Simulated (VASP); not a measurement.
# LiF (Fm-3m) in VASP: further runs

LiF is run at these levels: PBEsol; tasks: single point, relaxation of cell and atoms.

Program: VASP 6.6.1. These are calculated values, not measurements. Logs are shortened: lines on timing, memory, paths and dates and some standing lists are left out, and cuts for length are marked.

### 1 The cell of the first run

It takes space group Fm-3m (No. 225, cubic). Conventional cell: a = 4.008 Å, b = 4.008 Å, c = 4.008 Å, α = 90.00°, β = 90.00°, γ = 90.00°. Within 2.7 Å of Li (site symmetry m-3m) lie 6 F at 2.00 Å. F (site symmetry m-3m) has 6 Li at 2.00 Å within 2.7 Å.

### 2 Single point, PBEsol

The input, INCAR:

```
PREC     = Accurate       # precision mode
ENCUT    = 520            # plane-wave cutoff, eV
EDIFF    = 1E-6           # SCF threshold, eV
ISMEAR   = 0              # smearing method
SIGMA    = 0.02           # smearing width, eV
LREAL    = False          # projectors in reciprocal space
LASPH    = True           # aspherical terms in the spheres
NELM     = 100            # most SCF steps
ALGO     = Normal         # electronic algorithm
ISIF     = 2              # what is computed and relaxed
LWAVE    = False          # write WAVECAR
LCHARG   = False          # write CHGCAR
GGA      = PS             # functional
NBANDS   = 12             # bands
```

The input, KPOINTS:

```
Automatic mesh
0
Gamma
  10 10 10
```

The input, POSCAR:

```
LiF
1.0
    0.0000000000      2.0040699762      2.0040699762
    2.0040699762      0.0000000000      2.0040699762
    2.0040699762      2.0040699762      0.0000000000
Li F
1 1
Direct
    0.0000000000      0.0000000000      0.0000000000
    0.5000000000      0.5000000000      0.5000000000
```

Potentials or basis: VASP PAW PBE potentials, release 64 (Li_sv, F).

Launch:

```bash
> cat potpaw_PBE.64/Li_sv/POTCAR potpaw_PBE.64/F/POTCAR > POTCAR
> mpirun -np 1 vasp_std > vasp.out
```

OUTCAR:

```text
PREC = Accurate
   ENCUT = 520
   EDIFF = 1E-6
   ISMEAR = 0
   LREAL = False
   LASPH = True
   NELM = 100
   ISIF = 2
   GGA = PS

 ion  position               nearest neighbor table
   1  0.000  0.000  0.000-   2 2.00   2 2.00   2 2.00   2 2.00   2 2.00   2 2.00
   2  0.500  0.500  0.500-   1 2.00   1 2.00   1 2.00   1 2.00   1 2.00   1 2.00

  LATTYP: Found a face centered cubic cell.
 ALAT       =     4.0081399524

  Lattice vectors:

 A1 = (   0.0000000000,   2.0040699762,   2.0040699762)
 A2 = (   2.0040699762,   0.0000000000,   2.0040699762)
 A3 = (   2.0040699762,   2.0040699762,   0.0000000000)

Analysis of symmetry for initial positions (statically):
=====================================================================
 Subroutine PRICEL returns:
 Original cell was already a primitive cell.

 Routine SETGRP: Setting up the symmetry group for a
 face centered cubic supercell.

 Subroutine GETGRP returns: Found 48 space group operations
 (whereof 48 operations were pure point group operations)
 out of a pool of 48 trial point group operations.

The static configuration has the point symmetry O_h .

Analysis of symmetry for dynamics (positions and initial velocities):
=====================================================================
 Subroutine PRICEL returns:
 Original cell was already a primitive cell.

 Routine SETGRP: Setting up the symmetry group for a
 face centered cubic supercell.

 Subroutine GETGRP returns: Found 48 space group operations
 (whereof 48 operations were pure point group operations)
 out of a pool of 48 trial point group operations.

The dynamic configuration has the point symmetry O_h .

 Subroutine INISYM returns: Found 48 space group operations
 (whereof 48 operations are pure point group operations),
 and found     1 'primitive' translations

----------------------------------------------------------------------------------------

                                     Primitive cell

  volume of cell :      16.0979

  direct lattice vectors                    reciprocal lattice vectors
     0.000000000  2.004069976  2.004069976    -0.249492286  0.249492286  0.249492286
     2.004069976  0.000000000  2.004069976     0.249492286 -0.249492286  0.249492286
     2.004069976  2.004069976  0.000000000     0.249492286  0.249492286 -0.249492286

  length of vectors
     2.834182940  2.834182940  2.834182940     0.432133316  0.432133316  0.432133316

  position of ions in fractional coordinates (direct lattice)
     0.000000000  0.000000000  0.000000000
     0.500000000  0.500000000  0.500000000

  ion indices of the primitive-cell ions
   primitive index   ion index
                 1           1
                 2           2

----------------------------------------------------------------------------------------

 KPOINTS: Automatic mesh

Automatic generation of k-mesh.
 Grid dimensions read from file:
 generate k-points for:   10   10   10

 Generating k-lattice:

  Cartesian coordinates                     Fractional coordinates (reciprocal lattice)
    -0.024949229  0.024949229  0.024949229     0.100000000  0.000000000  0.000000000
     0.024949229 -0.024949229  0.024949229     0.000000000  0.100000000  0.000000000
     0.024949229  0.024949229 -0.024949229     0.000000000  0.000000000  0.100000000

  Length of vectors
     0.043213332  0.043213332  0.043213332

  Shift w.r.t. Gamma in fractional coordinates (k-lattice)
     0.000000000  0.000000000  0.000000000

 Subroutine IBZKPT returns following result:
 ===========================================

 Found     47 irreducible k-points:

 Following reciprocal coordinates:
            Coordinates               Weight
  0.000000  0.000000  0.000000      1.000000
  0.100000  0.000000  0.000000      8.000000
  0.200000  0.000000  0.000000      8.000000
  0.300000  0.000000  0.000000      8.000000
  0.400000  0.000000  0.000000      8.000000
  0.500000  0.000000  0.000000      4.000000
[... 16 lines left out ...]
  0.300000  0.300000  0.000000      6.000000
  0.400000  0.300000  0.000000     24.000000
 [... further k-points ...]
   k-points           NKPTS =     47   k-points in BZ     NKDIM =     47   number of bands    NBANDS=     12
   number of dos      NEDOS =    301   number of ions     NIONS =      2
   total plane-waves  NPLWV =  13824
   dimension x,y,z NGX =    24 NGY =   24 NGZ =   24
   dimension x,y,z NGXF=    48 NGYF=   48 NGZF=   48
   ions per type =               1   1
   NGX,Y,Z   is equivalent  to a cutoff of  14.08, 14.08, 14.08 a.u.
   NGXF,Y,Z  is equivalent  to a cutoff of  28.16, 28.16, 28.16 a.u.
 SYSTEM =  unknown system
   PREC   = accura    normal or accurate (medium, high low for compatibility)
   ISTART =      0    job   : 0-new  1-cont  2-samecut
   ICHARG =      2    charge: 1-file 2-atom 10-const
   ISPIN  =      1    spin polarized calculation?
   LNONCOLLINEAR =      F non collinear calculations
   LSORBIT =      F    spin-orbit coupling
   LASPH  =      T    aspherical Exc in radial PAW
   ENCUT  =  520.0 eV  38.22 Ry    6.18 a.u.   5.27  5.27  5.27*2*pi/ulx,y,z
   NELM   =    100;   NELMIN=  2; NELMDL= -5     # of ELM steps
   EDIFF  = 0.1E-05   stopping-criterion for ELM
   LREAL  =      F    real-space projection
   EDIFFG = 0.1E-04   stopping-criterion for IOM
   NSW    =      0    number of steps for IOM
   IBRION =     -1    ionic relax: 0-MD 1-quasi-New 2-CG
   NFREE  =      0    steps in history (QN), initial steepest desc. (CG)
   ISIF   =      2    stress and relaxation
   ISYM   =      2    0-nonsym 1-usesym 2-fastsym
   POTIM  = 0.5000    time-step for ionic-motion
   TEBEG  =    0.0;   TEEND  =   0.0 temperature during run
   PSTRESS=    0.0 pullay stress
   NELECT =      10.0000    total number of electrons
   NUPDOWN=      -1.0000    fix difference up-down
   EMIN   =  10.00;   EMAX   =-10.00  energy-range for DOS
   EFERMI =   0.00;   METHOD = LEGACY
   ISMEAR =     0;   SIGMA  =   0.02  broadening in eV -4-tet -1-fermi 0-gaus
   EFERMI_NEDOS =   21; number of points for ismear=-14 and -15
   IALGO  =     38    algorithm
   IMIX   =      4    mixing-type and parameters
     AMIX     =   0.40;   BMIX     =  1.00
     AMIX_MAG =   1.60;   BMIX_MAG =  1.00
  volume/ion in A,a.u.               =       8.05        54.32
  Fermi-wavevector in a.u.,A,eV,Ry     =   1.396857  2.639677 26.547817  1.951209
  Thomas-Fermi vector in A             =   2.520170
   LORBIT       =      0    0 simple, 1 ext, 2 COOP (PROOUT), +10 PAW based schemes
   GGA     = PS    functional components
   LHFCALC =     F    Hartree Fock is set to
   AEXX    =    0.0000 exact exchange contribution
   IVDW    =     0    specifies the selected vdW correction
   LEPSILON=     F    determine dielectric tensor
   LRPA    =     F    only Hartree local field effects (RPA)
 non-spin polarized calculation
 Gauss-broadening in eV      SIGMA  =   0.02
  energy-cutoff  :      520.00
  volume of cell :       16.10
 maximum number of plane-waves:       444
 NGX is ok and might be reduce to    24
   NGX = 11   NGY = 11   NGZ = 11

 number of electron      10.0000000 magnetization

 number of electron       9.9999994 magnetization

 Free energy of the ion-electron system (eV)
  ---------------------------------------------------
  ext. energy  EPLUGINS =         0.00000000
  ---------------------------------------------------
  free energy    TOTEN  =        -9.85225973 eV

  energy without entropy =       -9.85225973  energy(sigma->0) =       -9.85225973

 E-fermi :  -0.8812     XC(G=0): -10.2770

 val. band max:       -1.0181991595   @ k =   0.0000   0.0000   0.0000
 cond. band min:       8.0357789736   @ k =   0.0000   0.0000   0.0000
 fundamental gap:      9.0539781331
 Fermi energy:        -0.8811625120

 k-point     1 :       0.0000    0.0000    0.0000
  band No.  band energies     occupation
      1     -41.1946      2.00000
      2     -20.9224      2.00000
      3      -1.0182      2.00000
      4      -1.0182      2.00000
      5      -1.0182      2.00000
      6       8.0358      0.00000
      7      23.0010      0.00000
      8      23.0010      0.00000
      9      23.0010      0.00000
     10      23.2355      0.00000
     11      23.2356      0.00000
     12      23.2356      0.00000

 k-point     2 :       0.1000    0.0000    0.0000
  band No.  band energies     occupation
      1     -41.1882      2.00000
      2     -20.8828      2.00000
      3      -1.3162      2.00000
      4      -1.0421      2.00000
      5      -1.0421      2.00000
      6       8.3253      0.00000
      7      20.1957      0.00000
      8      21.6953      0.00000
      9      21.6953      0.00000
     10      24.3208      0.00000
     11      24.3208      0.00000
     12      24.3736      0.00000

 k-point     3 :       0.2000    0.0000    0.0000
  band No.  band energies     occupation
      1     -41.1714      2.00000
      2     -20.7749      2.00000
      3      -2.0296      2.00000
      4      -1.1035      2.00000
      5      -1.1035      2.00000
      6       8.9700      0.00000
      7      17.7107      0.00000
      8      20.1891      0.00000
      9      20.1892      0.00000
     10      25.3578      0.00000
     11      25.6757      0.00000
     12      25.6757      0.00000
[... 286 lines left out ...]
 k-point    23 :       0.3000    0.3000    0.0000
  band No.  band energies     occupation
      1     -41.1376      2.00000
      2     -20.4864      2.00000
      3      -2.9938      2.00000
      4      -1.7057      2.00000
      5      -1.7057      2.00000
      6      11.2176      0.00000
      7      16.7166      0.00000
      8      18.0427      0.00000
      9      19.3960      0.00000
     10      19.3960      0.00000
     11      33.6846      0.00000
     12      33.7160      0.00000

 k-point    24 :       0.4000    0.3000    0.0000
  band No.  band energies     occupation
      1     -41.1251      2.00000
      2     -20.3704      2.00000
      3      -3.4264      2.00000
      4      -1.9245      2.00000
      5      -1.8076      2.00000
      6      12.0323      0.00000
      7      15.6077      0.00000
      8      17.5444      0.00000
      9      19.1478      0.00000
     10      20.1938      0.00000
     11      33.1387      0.00000
     12      34.0069      0.00000

 [... further k-points ...]

------------------------ aborting loop because EDIFF is reached ----------------------------------------

  FORCE on cell =-STRESS in cart. coord.  units (eV):
  Direction    XX          YY          ZZ          XY          YZ          ZX
  --------------------------------------------------------------------------------------
  -------------------------------------------------------------------------------------
  Total       -0.0239140     -0.0239140     -0.0239140      0.0000000      0.0000000      0.0000000
  in kB       -2.3800949     -2.3800949     -2.3800949      0.0000000      0.0000000      0.0000000
  external PRESSURE =      -2.3800949 kB  Pullay stress =       0.0000000 kB

 VOLUME and BASIS-vectors are now :
 -----------------------------------------------------------------------------
  energy-cutoff  :      520.00
  volume of cell :       16.10
      direct lattice vectors                 reciprocal lattice vectors
     0.000000000  2.004069976  2.004069976    -0.249492286  0.249492286  0.249492286
     2.004069976  0.000000000  2.004069976     0.249492286 -0.249492286  0.249492286
     2.004069976  2.004069976  0.000000000     0.249492286  0.249492286 -0.249492286

 POSITION                                       TOTAL-FORCE (eV/Angst)
 -----------------------------------------------------------------------------------
      0.00000      0.00000      0.00000         0.000000      0.000000     -0.000000
      2.00407      2.00407      2.00407        -0.000000     -0.000000      0.000000
 -----------------------------------------------------------------------------------
    total drift:                               -0.000000     -0.000000      0.000000

  FREE ENERGIE OF THE ION-ELECTRON SYSTEM (eV)
  ---------------------------------------------------
  free  energy   TOTEN  =        -9.8522597287 eV

  energy  without entropy=       -9.8522597287  energy(sigma->0) =       -9.85225973
```

Wall time 8.1 s (1 thread of Intel Xeon Platinum 8375C at 2.90GHz (Ice Lake), shared host); peak memory 0.13 GiB.

What came out:

| Property | Result |
| --- | --- |
| Free energy | -9.8523 eV |
| Band gap on the k mesh | 9.05 eV |

Levels at points of the mesh, in eV from the valence-band top:
```
           k point  band 3  band 4  band 5  band 6  band 7  band 8
(0.00, 0.00, 0.00)    0.00    0.00    0.00    9.05   24.02   24.02
(0.50, 0.00, 0.00)   -2.60   -0.24   -0.24   10.65   16.73   18.86
(0.50, 0.50, 0.00)   -3.13   -1.04   -1.04   14.77   16.26   17.51
```

Caveat: the cutoff is under 1.25 times the usual one of these potentials, so pressure, stress and relaxed cells hold a basis-set (Pulay) error; the PAW data sets were made with another functional, which shifts forces and pressure a little. A k mesh can miss the band edges.

### 3 Relaxation of cell and atoms, PBEsol

This run uses another cell than the first one, of 8.51 Å³/atom.

The input, INCAR:

```
PREC = Accurate
ENCUT = 600
EDIFF = 1E-6
ISMEAR = 0
SIGMA = 0.02
LREAL = False
LASPH = True
NELM = 100
ALGO = Normal
ISIF = 3
LWAVE = False
LCHARG = False
GGA = PS
IBRION = 2
NSW = 100
EDIFFG = -0.005
```

KPOINTS is that of step 2.

The input, POSCAR:

```
LiF
1.0
    0.0000000000      2.0417135738      2.0417135738
    2.0417135738      0.0000000000      2.0417135738
    2.0417135738      2.0417135738      0.0000000000
Li F
1 1
Direct
    0.0000000000      0.0000000000      0.0000000000
    0.5000000000      0.5000000000      0.5000000000
```

Potentials or basis: VASP PAW PBE potentials, release 64 (Li_sv, F).

Launch:

```bash
> cat potpaw_PBE.64/Li_sv/POTCAR potpaw_PBE.64/F/POTCAR > POTCAR
> mpirun -np 1 vasp_std > vasp.out
```

OUTCAR:

```text
PREC = Accurate
   ENCUT = 600
   EDIFF = 1E-6
   ISMEAR = 0
   LREAL = False
   LASPH = True
   NELM = 100
   ISIF = 3
   GGA = PS
   IBRION = 2
   NSW = 100
   EDIFFG = -0.005

 ion  position               nearest neighbor table
   1  0.000  0.000  0.000-   2 2.04   2 2.04   2 2.04   2 2.04   2 2.04   2 2.04
   2  0.500  0.500  0.500-   1 2.04   1 2.04   1 2.04   1 2.04   1 2.04   1 2.04

  LATTYP: Found a face centered cubic cell.
 ALAT       =     4.0834271476

  Lattice vectors:

 A1 = (   0.0000000000,   2.0417135738,   2.0417135738)
 A2 = (   2.0417135738,   0.0000000000,   2.0417135738)
 A3 = (   2.0417135738,   2.0417135738,   0.0000000000)

Analysis of symmetry for initial positions (statically):
=====================================================================
 Subroutine PRICEL returns:
 Original cell was already a primitive cell.

 Routine SETGRP: Setting up the symmetry group for a
 face centered cubic supercell.

 Subroutine GETGRP returns: Found 48 space group operations
 (whereof 48 operations were pure point group operations)
 out of a pool of 48 trial point group operations.

The static configuration has the point symmetry O_h .

Analysis of symmetry for dynamics (positions and initial velocities):
=====================================================================
 Subroutine PRICEL returns:
 Original cell was already a primitive cell.
[... 148 lines left out ...]

 number of electron      10.0000000 magnetization

 number of electron       9.9999995 magnetization

 Free energy of the ion-electron system (eV)
  ---------------------------------------------------
  ext. energy  EPLUGINS =         0.00000000
  ---------------------------------------------------
  free energy    TOTEN  =        -9.84579870 eV

  energy without entropy =       -9.84579870  energy(sigma->0) =       -9.84579870

 E-fermi :  -1.1549     XC(G=0):  -9.9979

 val. band max:       -1.3500179308   @ k =   0.0000   0.0000   0.0000
 cond. band min:       7.2166991847   @ k =   0.0000   0.0000   0.0000
 fundamental gap:      8.5667171154
 Fermi energy:        -1.1548678286

 k-point     1 :       0.0000    0.0000    0.0000
  band No.  band energies     occupation
      1     -41.6485      2.00000
      2     -21.1040      2.00000
      3      -1.3500      2.00000
      4      -1.3500      2.00000
      5      -1.3500      2.00000
      6       7.2167      0.00000
      7      21.9623      0.00000
      8      21.9623      0.00000
      9      21.9624      0.00000
[... 383 lines left out ...]
--------------------------------------- Ionic step        4  -------------------------------------------

 number of electron       9.9999996 magnetization

 Free energy of the ion-electron system (eV)
  ---------------------------------------------------
  ext. energy  EPLUGINS =         0.00000000
  ---------------------------------------------------
  free energy    TOTEN  =        -9.86047728 eV

  energy without entropy =       -9.86047728  energy(sigma->0) =       -9.86047728

 E-fermi :  -0.6951     XC(G=0): -10.3223

 val. band max:       -0.9665881676   @ k =   0.0000   0.0000   0.0000
 cond. band min:       8.1639538769   @ k =   0.0000   0.0000   0.0000
 fundamental gap:      9.1305420445
 Fermi energy:        -0.6950521926

 k-point     1 :       0.0000    0.0000    0.0000
  band No.  band energies     occupation
      1     -41.1184      2.00000
      2     -20.8967      2.00000
      3      -0.9666      2.00000
      4      -0.9666      2.00000
      5      -0.9666      2.00000
      6       8.1640      0.00000
      7      23.1689      0.00000
      8      23.1689      0.00000
      9      23.1689      0.00000
[... 305 lines left out ...]
  FREE ENERGIE OF THE ION-ELECTRON SYSTEM (eV)
  ---------------------------------------------------
  free  energy   TOTEN  =        -9.8604772811 eV

  energy  without entropy=       -9.8604772811  energy(sigma->0) =       -9.86047728

 reached required accuracy - stopping structural energy minimisation
```

Wall time 17 s (1 thread of Intel Xeon Platinum 8375C at 2.90GHz (Ice Lake), shared host); peak memory 0.13 GiB.

What came out:

| Item | Value |
| --- | --- |
| Free energy | -9.8605 eV |
| Relaxed volume | 7.98 Å³/atom |
| Relaxed cell | a = 2.826 Å, b = 2.826 Å, c = 2.826 Å, α = 60.00°, β = 60.00°, γ = 60.00° |
| Space group after relaxing (to 0.1 Å) | Fm-3m (No. 225) |
| Energy gained by relaxing | 7.3 meV/atom |
| Ionic steps | 4 |
| Pressure after relaxing | 0.0 GPa |
| Band gap on the k mesh | 9.13 eV |

Step by step:
```csv
step,energy change (eV),largest force (eV/Å),pressure (GPa),volume (Å³)
1,0.0000,0.0000,-4.12,17.02
2,-0.0108,0.0000,-2.25,16.49
3,-0.0146,0.0000,-0.40,16.04
4,-0.0147,0.0000,-0.01,15.95
```

Final structure:
```
Li F
1.0
     0.00000    1.99804    1.99804
     1.99804    0.00000    1.99804
     1.99804    1.99804    0.00000
Li F
1 1
Direct
  0.00000 0.00000 0.00000
  0.50000 0.50000 0.50000
```

Caveat: the cutoff is under 1.25 times the usual one of these potentials, so pressure, stress and relaxed cells hold a basis-set (Pulay) error; the PAW data sets were made with another functional, which shifts forces and pressure a little. A k mesh can miss the band edges.
